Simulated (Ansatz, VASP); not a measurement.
# CuO2: VASP beside Ansatz

Contents of POSCAR:

```
CuO2
1.0
    0.0000000000      2.4618215478      2.4618215478
    2.4618215478      0.0000000000      2.4618215478
    2.4618215478      2.4618215478      0.0000000000
Cu O
1 2
Direct
    0.0000000000      0.0000000000      0.0000000000
    0.2500000000      0.2500000000      0.2500000000
    0.7500000000      0.7500000000      0.7500000000
```

File INCAR.step1:

```
PREC = Accurate
ENCUT = 600
ISMEAR = 0
SIGMA = 0.1
LREAL = F
LASPH = T
NELM = 150
ISPIN = 2
MAGMOM = 0.83 1.24 1.24
LMAXMIX = 4
LDAU = T
LDAUTYPE = 2
LDAUL = 2 -1
LDAUU = 4 0
LDAUJ = 0 0
GGA = PE
ALGO = Normal
EDIFF = 1E-4
LWAVE = T
LCHARG = F
```

INCAR.step2

```
PREC = Accurate
ENCUT = 600
EDIFF = 1E-6
ISMEAR = 0
SIGMA = 0.1
LREAL = F
LASPH = T
NELM = 150
ALGO = Normal
ISIF = 3
LWAVE = F
LCHARG = F
ISPIN = 2
MAGMOM = 0.83 1.24 1.24
LORBIT = 11
LMAXMIX = 4
LDAU = T
LDAUTYPE = 2
LDAUL = 2 -1
LDAUU = 4 0
LDAUJ = 0 0
LDAUPRINT = 1
METAGGA = R2SCAN
LMIXTAU = T
IBRION = 2
NSW = 100
EDIFFG = -0.01
ISTART = 1
```

Contents of KPOINTS:

```
Automatic mesh
0
Gamma
  14 14 14
```

Input for Ansatz:

```yaml
crystal:
  lattice:
    - [0.0, 2.4618215478, 2.4618215478]
    - [2.4618215478, 0.0, 2.4618215478]
    - [2.4618215478, 2.4618215478, 0.0]
  atoms:
    - { symbol: Cu, position: [0.0, 0.0, 0.0], spin: 0.83 }
    - { symbol: O, position: [0.25, 0.25, 0.25], spin: 1.24 }
    - { symbol: O, position: [0.75, 0.75, 0.75], spin: 1.24 }
basis:
  ecutwfc: 500
kpoints:
  mp_grid: { grid: [14, 14, 14] }
hamiltonian:
  xc: r2scan
  hubbard: { sites: [{ species: Cu, l: d, u_eff: 4.0 }] }
scf:
  occupations: { method: gaussian, width: 0.1 }
output:
  forces: true
  stress: true
  eigenvalues: true
  populations: true
magnetization:
  spin_polarized: true
relax:
  adjacent_minimum: "off"
  f_tol: 0.01
  max_steps: 80
  cell: { stress_tol: 0.05 }
```

Alike in both runs: task relaxation of cell and atoms; functional r2SCAN; k mesh 14 × 14 × 14; occupations gaussian, width 0.1 eV; collinear spin; Hubbard terms Cu d U = 4.0 eV.

|  | VASP | Ansatz |
| --- | --- | --- |
| version | VASP 6.6.1 | Ansatz 0.2.0 |
| potentials or method | VASP PAW PBE potentials, release 64 (Cu, O), cutoff 600 eV | scalar-relativistic, plane waves, PAW |
| valence electrons in the cell | 23 | 31 |

```tsv
	VASP	Ansatz	Ansatz less VASP
gap on the k mesh at the Fermi level, each at its own relaxed structure (eV)	none	none	-
net moment per atom (μB)	1.00	1.00	0.000
size of the moment on the site where the two differ most (μB)	1.01	1.10	+0.094
relaxed volume (Å³/atom)	9.29	9.53	+0.241
relaxed length of the cell vector where the two differ most in proportion (Å)	3.403	3.432	+0.0292
```

VASP's potentials were made for PBE, not for r2SCAN. Site moments also hang on the region over which each program counts them. The programs project onto different local orbitals, so the same U acts differently, and such runs can settle in different states. A gap of «none» marks a metal or a gap that the smearing closes. VASP's potentials hold 23 valence electrons a cell and Ansatz's 31, so a difference there can come from the potentials and not from the codes. Ansatz's warnings: filled band counts differ across k points.
